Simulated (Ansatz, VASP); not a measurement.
Two plane-wave programs on H4C6NClO2

```
CELL_PARAMETERS angstrom
3.72730 0.00571 -0.00488
0.07067 7.00366 0.03604
1.23546 3.39183 6.07903
ATOMIC_POSITIONS crystal
H 0.79739 0.59525 0.04972
H 0.54080 0.40203 0.82895
H 0.84186 0.76754 0.53001
H 0.01682 0.91136 0.08576
C 0.73911 0.54562 0.22465
C 0.56809 0.33878 0.38195
C 0.49756 0.28079 0.60546
C 0.59592 0.43947 0.65775
C 0.76562 0.64169 0.49255
C 0.33449 0.05742 0.78864
N 0.83765 0.69208 0.27967
Cl 0.43695 0.17103 0.28625
O 0.40326 0.88850 0.78302
O 0.12298 0.06932 0.95254
```

Alike in both runs: functional PBE; dispersion D3(BJ); k mesh 6 × 4 × 4; occupations gaussian, width 0.02 eV; no spin polarisation.

Ansatz relaxed the structure, and its values are those at the end. VASP's run is a single point on that final structure, the one shown.

|  | VASP | Ansatz |
| --- | --- | --- |
| version | VASP 6.6.1 | Ansatz 0.2.0 |
| potentials or method | VASP PAW PBE potentials, release 64 (H, C, N, Cl, O), cutoff 520 eV | scalar-relativistic, plane waves, PAW |
| valence electrons in the cell | 52 | 52 |

```tsv
	VASP	Ansatz	Ansatz less VASP
gap on the k mesh at the Fermi level (eV)	3.11	3.10	-0.004
least direct gap on the mesh (eV)	3.23	3.22	-0.003
pressure (GPa)	0.2	0.0	-0.23
rms of the force components (eV/Å)	0.104	0.003	-0.1004
```

Noted on VASP's run: the standard files for N, O and F lose accuracy on very short bonds.
